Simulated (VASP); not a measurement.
# Be (I4_1/amd) in VASP: a series of runs

The runs below take Be through relaxation of cell and atoms, with PBE.

Program: VASP 6.6.1. These are calculated values, not measurements. Logs are shortened: lines on timing, memory, paths and dates and some standing lists are left out, and cuts for length are marked.

## (1) The cell of the first run

The structure is tetragonal, space group I4_1/amd (No. 141). Conventional cell: a = 3.063 Å, b = 3.063 Å, c = 1.685 Å, α = 90.00°, β = 90.00°, γ = 90.00°. Be (site symmetry -4m2) has 10 Be at 1.59 to 1.99 Å within 2.1 Å.

## (2) Relaxation of cell and atoms, PBE, target pressure 270 GPa, at which the enthalpy is minimised

The input, INCAR:

```
SYSTEM = Be
ALGO = Normal
EDIFF = 1E-6
EDIFFG = -0.005
ENCUT = 600
GGA = PE
IBRION = 2
ISIF = 3
ISMEAR = -1
LASPH = .True.
LCHARG = .False.
LREAL = .False.
LWAVE = .False.
NELM = 100
NSW = 60
PREC = Accurate
PSTRESS = 2700.0
SIGMA = 0.1
```

The input, KPOINTS:

```
k-points
0
Gamma
  25 25 25
  0 0 0
```

The input, POSCAR:

```
Be
1.0
   -1.5316869443      1.5316869443      0.8424278194
    1.5316869443     -1.5316869443      0.8424278194
    1.5316869443      1.5316869443     -0.8424278194
Be
2
Direct
   -0.3750000000     -0.1250000000     -0.2500000000
    0.3750000000      0.1250000000      0.2500000000
```

Potentials or basis: VASP PAW PBE potentials, release 64 (Be).

Started as:

```bash
> cat potpaw_PBE.64/Be/POTCAR > POTCAR
> mpirun -np 1 vasp_std > vasp.out
```

OUTCAR:

```text
SYSTEM = Be
   EDIFF = 1E-6
   EDIFFG = -0.005
   ENCUT = 600
   GGA = PE
   IBRION = 2
   ISIF = 3
   ISMEAR = -1
   LASPH = .True.
   LREAL = .False.
   NELM = 100
   NSW = 60
   PREC = Accurate
   PSTRESS = 2700.0

 ion  position               nearest neighbor table
   1  0.625  0.875  0.750-   2 1.59   2 1.59   2 1.59   2 1.59   2 1.99   2 1.99   2 1.99   2 1.99

   2  0.375  0.125  0.250-   1 1.59   1 1.59   1 1.59   1 1.59   1 1.99   1 1.99   1 1.99   1 1.99

  LATTYP: Found a body centered tetragonal cell.
 ALAT       =     3.0633738886
 C/A-ratio  =     0.5500000000

  Lattice vectors:

 A1 = (  -1.5316869443,   1.5316869443,   0.8424278194)
 A2 = (   1.5316869443,  -1.5316869443,   0.8424278194)
 A3 = (   1.5316869443,   1.5316869443,  -0.8424278194)

Analysis of symmetry for initial positions (statically):
=====================================================================
 Subroutine PRICEL returns:
 Original cell was already a primitive cell.

 Routine SETGRP: Setting up the symmetry group for a
 body centered tetragonal supercell.

 Subroutine GETGRP returns: Found 16 space group operations
 (whereof  4 operations were pure point group operations)
 out of a pool of 16 trial point group operations.

The static configuration has the point symmetry C_2h.
 The point group associated with its full space group is D_4h.

Analysis of symmetry for dynamics (positions and initial velocities):
=====================================================================
 Subroutine PRICEL returns:
 Original cell was already a primitive cell.

 Routine SETGRP: Setting up the symmetry group for a
 body centered tetragonal supercell.

 Subroutine GETGRP returns: Found 16 space group operations
 (whereof  4 operations were pure point group operations)
 out of a pool of 16 trial point group operations.

The dynamic configuration has the point symmetry C_2h.
 The point group associated with its full space group is D_4h.

 Subroutine INISYM returns: Found 16 space group operations
 (whereof  4 operations are pure point group operations),
 and found     1 'primitive' translations

----------------------------------------------------------------------------------------

                                     Primitive cell

  volume of cell :       7.9056

  direct lattice vectors                    reciprocal lattice vectors
    -1.531686944  1.531686944  0.842427819     0.000000000  0.326437463  0.593522660
     1.531686944 -1.531686944  0.842427819     0.326437463  0.000000000  0.593522660
     1.531686944  1.531686944 -0.842427819     0.326437463  0.326437463  0.000000000

  length of vectors
     2.324180376  2.324180376  2.324180376     0.677370331  0.677370331  0.461652287

  position of ions in fractional coordinates (direct lattice)
     0.625000000  0.875000000  0.750000000
     0.375000000  0.125000000  0.250000000

  ion indices of the primitive-cell ions
   primitive index   ion index
                 1           1
                 2           2

----------------------------------------------------------------------------------------

 KPOINTS: k-points

Automatic generation of k-mesh.
 Grid dimensions read from file:
 generate k-points for:   25   25   25

 Generating k-lattice:

  Cartesian coordinates                     Fractional coordinates (reciprocal lattice)
     0.000000000  0.013057499  0.023740906     0.040000000 -0.000000000  0.000000000
     0.013057499  0.000000000  0.023740906    -0.000000000  0.040000000  0.000000000
     0.013057499  0.013057499  0.000000000     0.000000000  0.000000000  0.040000000

  Length of vectors
     0.027094813  0.027094813  0.018466091

  Shift w.r.t. Gamma in fractional coordinates (k-lattice)
     0.000000000  0.000000000  0.000000000

 Subroutine IBZKPT returns following result:
 ===========================================

 Found   1183 irreducible k-points:

 Following reciprocal coordinates:
            Coordinates               Weight
  0.000000  0.000000  0.000000      1.000000
  0.040000  0.000000  0.000000      8.000000
  0.080000  0.000000  0.000000      8.000000
  0.120000  0.000000 -0.000000      8.000000
  0.160000  0.000000  0.000000      8.000000
  0.200000  0.000000  0.000000      8.000000
[... 16 lines left out ...]
  0.400000  0.040000 -0.000000     16.000000
  0.440000  0.040000 -0.000000     16.000000
 [... further k-points ...]
   k-points           NKPTS =   1183   k-points in BZ     NKDIM =   1183   number of bands    NBANDS=      6
   number of dos      NEDOS =    301   number of ions     NIONS =      2
   total plane-waves  NPLWV =   8000
   dimension x,y,z NGX =    20 NGY =   20 NGZ =   20
   dimension x,y,z NGXF=    40 NGYF=   40 NGZF=   40
   ions per type =               2
   NGX,Y,Z   is equivalent  to a cutoff of  14.31, 14.31, 14.31 a.u.
   NGXF,Y,Z  is equivalent  to a cutoff of  28.61, 28.61, 28.61 a.u.
 SYSTEM =  Be
   PREC   = accura    normal or accurate (medium, high low for compatibility)
   ISTART =      0    job   : 0-new  1-cont  2-samecut
   ICHARG =      2    charge: 1-file 2-atom 10-const
   ISPIN  =      1    spin polarized calculation?
   LNONCOLLINEAR =      F non collinear calculations
   LSORBIT =      F    spin-orbit coupling
   LASPH  =      T    aspherical Exc in radial PAW
   ENCUT  =  600.0 eV  44.10 Ry    6.64 a.u.   4.64  4.64  4.64*2*pi/ulx,y,z
   NELM   =    100;   NELMIN=  2; NELMDL= -5     # of ELM steps
   EDIFF  = 0.1E-05   stopping-criterion for ELM
   LREAL  =      F    real-space projection
   EDIFFG = -.5E-02   stopping-criterion for IOM
   NSW    =     60    number of steps for IOM
   IBRION =      2    ionic relax: 0-MD 1-quasi-New 2-CG
   NFREE  =      1    steps in history (QN), initial steepest desc. (CG)
   ISIF   =      3    stress and relaxation
   ISYM   =      2    0-nonsym 1-usesym 2-fastsym
   POTIM  = 0.5000    time-step for ionic-motion
   TEBEG  =    0.0;   TEEND  =   0.0 temperature during run
   PSTRESS= 2700.0 pullay stress
   NELECT =       4.0000    total number of electrons
   NUPDOWN=      -1.0000    fix difference up-down
   EMIN   =  10.00;   EMAX   =-10.00  energy-range for DOS
   EFERMI =   0.00;   METHOD = LEGACY
   ISMEAR =    -1;   SIGMA  =   0.10  broadening in eV -4-tet -1-fermi 0-gaus
   EFERMI_NEDOS =   21; number of points for ismear=-14 and -15
   IALGO  =     38    algorithm
   IMIX   =      4    mixing-type and parameters
     AMIX     =   0.40;   BMIX     =  1.00
     AMIX_MAG =   1.60;   BMIX_MAG =  1.00
  volume/ion in A,a.u.               =       3.95        26.67
  Fermi-wavevector in a.u.,A,eV,Ry     =   1.304520  2.465184 23.154003  1.701771
  Thomas-Fermi vector in A             =   2.435450
   LORBIT       =      0    0 simple, 1 ext, 2 COOP (PROOUT), +10 PAW based schemes
   GGA     = PE    functional components
   LHFCALC =     F    Hartree Fock is set to
   AEXX    =    0.0000 exact exchange contribution
   IVDW    =     0    specifies the selected vdW correction
   LEPSILON=     F    determine dielectric tensor
   LRPA    =     F    only Hartree local field effects (RPA)
 conjugate gradient relaxation of ions
 non-spin polarized calculation
  energy-cutoff  :      600.00
  volume of cell :        7.91
 maximum number of plane-waves:       281
   NGX =  9   NGY =  9   NGZ =  9

--------------------------------------- Ionic step        1  -------------------------------------------

 number of electron       4.0000000 magnetization

 Free energy of the ion-electron system (eV)
  ---------------------------------------------------
  ext. energy  EPLUGINS =         0.00000000
  ---------------------------------------------------
  free energy    TOTEN  =        -0.80334288 eV

  energy without entropy =       -0.79704465  energy(sigma->0) =       -0.80019377

------------------------ aborting loop because EDIFF is reached ----------------------------------------

  FORCE on cell =-STRESS in cart. coord.  units (eV):
  Direction    XX          YY          ZZ          XY          YZ          ZX
  --------------------------------------------------------------------------------------
  -------------------------------------------------------------------------------------
  Total       14.6482776     14.6482776     14.5280784     -0.0000000      0.0000000      0.0000000
  in kB     2968.6871399   2968.6871399   2944.3270267     -0.0000000      0.0000000      0.0000000
  external PRESSURE =     260.5671022 kB  Pullay stress =    2700.0000000 kB
[... 175 lines left out ...]
  enthalpy is  TOTEN    =        12.4986638843 eV   P V=       13.7533375333

--------------------------------------- Ionic step        6  -------------------------------------------

 number of electron       4.0000000 magnetization

 Free energy of the ion-electron system (eV)
  ---------------------------------------------------
  ext. energy  EPLUGINS =         0.00000000
  ---------------------------------------------------
  free energy    TOTEN  =        -1.25490467 eV

  energy without entropy =       -1.24836291  energy(sigma->0) =       -1.25163379

 E-fermi :  15.4216     XC(G=0): -13.0104

 val. band max:       15.3988191423   @ k =   0.2400   0.1200   0.0400
 cond. band min:      15.4216818582   @ k =  -0.2400  -0.4800   0.1600
 fundamental gap:      0.0228627158
 Fermi energy:        15.4215939305

 k-point     1 :       0.0000    0.0000    0.0000
  band No.  band energies     occupation
      1      -0.9329      2.00000
      2      16.4166      0.00010
      3      16.4166      0.00010
      4      24.3739      0.00000
      5      34.9824      0.00000
      6      42.6755      0.00000

 k-point     2 :       0.0400    0.0000    0.0000
  band No.  band energies     occupation
      1      -0.8778      2.00000
      2      16.3270      0.00023
      3      16.4920      0.00004
      4      24.6708      0.00000
      5      34.4283      0.00000
      6      42.1858      0.00000
[... 190 lines left out ...]
 k-point    24 :       0.4400    0.0400   -0.0000
  band No.  band energies     occupation
      1       6.1298      2.00000
      2      13.3554      2.00000
      3      18.4667      0.00000
      4      20.4397      0.00000
      5      24.2975      0.00000
      6      27.8934      0.00000

 [... further k-points ...]

------------------------ aborting loop because EDIFF is reached ----------------------------------------

  FORCE on cell =-STRESS in cart. coord.  units (eV):
  Direction    XX          YY          ZZ          XY          YZ          ZX
  --------------------------------------------------------------------------------------
  -------------------------------------------------------------------------------------
  Total       13.7567601     13.7567601     13.7576111      0.0000000      0.0000000     -0.0000000
  in kB     2700.6280651   2700.6280651   2700.7951373      0.0000000      0.0000000     -0.0000000
  external PRESSURE =       0.6837558 kB  Pullay stress =    2700.0000000 kB
[... 17 lines left out ...]
  FREE ENERGIE OF THE ION-ELECTRON SYSTEM (eV)
  ---------------------------------------------------
  free  energy   TOTEN  =        -1.2549046721 eV

  energy  without entropy=       -1.2483629108  energy(sigma->0) =       -1.25163379

  enthalpy is  TOTEN    =        12.4986560919 eV   P V=       13.7535607640

 reached required accuracy - stopping structural energy minimisation
```

It took 80 s on 1 thread of Intel Xeon Platinum 8559C (Emerald Rapids), shared host; peak memory 0.18 GiB.

What came out:

```yaml
Free_energy: -1.2549 eV
Relaxed_volume: 4.08 Å³/atom
Relaxed_cell: a = 2.350 Å, b = 2.350 Å, c = 2.350 Å, α = 97.53°, β = 97.53°, γ = 137.56°
Space_group_after_relaxing_to_0.1_Å: I4_1/amd (No. 141)
Energy_change_on_relaxing_the_run_minimises_the_enthalpy: -225.8 meV/atom
Ionic_steps: 6
Pressure_after_relaxing: 270.1 GPa
Band_gap_on_the_k_mesh: zero (bands 2 and 3 overlap by 9.97 eV)
```

Step by step:
| step | energy change (eV) | largest force (eV/Å) | pressure (GPa) | volume (Å³) |
| --- | --- | --- | --- | --- |
| 1 | 0.0000 | 0.0000 | 296.06 | 7.91 |
| 2 | -1.2279 | 0.0000 | 226.31 | 8.66 |
| 3 | -0.4608 | 0.0000 | 269.53 | 8.17 |
| 4 | -0.4519 | 0.0000 | 270.05 | 8.16 |
| 5 | -0.4513 | 0.0000 | 270.09 | 8.16 |
| 6 | -0.4516 | 0.0000 | 270.07 | 8.16 |

Final structure:
```
Be
1.0
    -1.54894    1.54894    0.85042
     1.54894   -1.54894    0.85042
     1.54894    1.54894   -0.85042
Be
2
Direct
  0.62500 0.87500 0.75000
  0.37500 0.12500 0.25000
```

Levels at points of the mesh, in eV from the Fermi level:
| k point | band 1 | band 2 | band 3 | band 4 | band 5 | band 6 |
| --- | --- | --- | --- | --- | --- | --- |
| (0.00, 0.00, 0.00) | -16.35 | 1.00 | 1.00 | 8.95 | 19.56 | 27.25 |

Caveat: the cell is relaxed towards a set pressure, so the run minimises the enthalpy, not the energy.

## (3) Relaxation of cell and atoms, PBE, target pressure 270 GPa, at which the enthalpy is minimised

This run uses another cell than the first one, of 4.07 Å³/atom.

The input, INCAR:

```
PREC = Accurate
ENCUT = 600
EDIFF = 1E-6
ISMEAR = -1
SIGMA = 0.1
LREAL = False
LASPH = True
NELM = 80
ALGO = Normal
ISIF = 3
LWAVE = False
LCHARG = False
GGA = PE
IBRION = 2
NSW = 32
EDIFFG = -0.005
PSTRESS = 2700.0
```

The input, KPOINTS:

```
Automatic mesh
0
Gamma
  25 25 25
```

The input, POSCAR:

```
Be
1.0
   -1.5476291612      1.5476291612      0.8498763978
    1.5476291612     -1.5476291612      0.8498763978
    1.5476291612      1.5476291612     -0.8498763978
Be
2
Direct
   -0.3750000000     -0.1250000000     -0.2500000000
    0.3750000000      0.1250000000      0.2500000000
```

Potentials or basis: VASP PAW PBE potentials, release 64 (Be).

Started as:

```bash
> cat potpaw_PBE.64/Be/POTCAR > POTCAR
> mpirun -np 1 vasp_std > vasp.out
```

Wall time 54 s (1 thread of Intel Xeon Platinum 8559C (Emerald Rapids), shared host); peak memory 0.18 GiB.

It converged, with:

| Property | Result |
| --- | --- |
| Free energy | -1.2554 eV |
| Relaxed volume | 4.08 Å³/atom |
| Relaxed cell | a = 2.350 Å, b = 2.350 Å, c = 2.350 Å, α = 97.53°, β = 97.53°, γ = 137.56° |
| Space group after relaxing (to 0.1 Å) | I4_1/amd (No. 141) |
| Energy change on relaxing (the run minimises the enthalpy) | -16.3 meV/atom |
| Ionic steps | 3 |
| Pressure after relaxing | 270.0 GPa |
| Band gap on the k mesh | zero (bands 2 and 3 overlap by 9.97 eV) |

Stress tensor (GPa, compression positive):
```
270.07   0.00   0.00
  0.00 270.07   0.00
  0.00   0.00 269.94
```

Step by step:
| step | energy change (eV) | largest force (eV/Å) | pressure (GPa) | volume (Å³) |
| --- | --- | --- | --- | --- |
| 1 | 0.0000 | 0.0000 | 271.90 | 8.14 |
| 2 | -0.0956 | 0.0000 | 266.44 | 8.20 |
| 3 | -0.0326 | 0.0000 | 270.03 | 8.16 |

Final structure:
```cif
data_structure
_symmetry_space_group_name_H-M 'P 1'
_symmetry_Int_Tables_number 1
_cell_length_a 2.3498
_cell_length_b 2.3498
_cell_length_c 2.3498
_cell_angle_alpha 97.527
_cell_angle_beta 97.527
_cell_angle_gamma 137.561
_cell_volume 8.16
loop_
_atom_site_label
_atom_site_type_symbol
_atom_site_fract_x
_atom_site_fract_y
_atom_site_fract_z
_atom_site_occupancy
Be1 Be 0.62500 0.87500 0.75000 1
Be2 Be 0.37500 0.12500 0.25000 1
```

Levels at points of the mesh, in eV from the Fermi level:
```
           k point  band 1  band 2  band 3  band 4  band 5
(0.00, 0.00, 0.00)  -16.35    1.00    1.00    8.95   19.56
```

Caveat: the cell is relaxed towards a set pressure, so the run minimises the enthalpy, not the energy.

The gap in the log of VASP goes by the Fermi energy; the results here count the filled bands.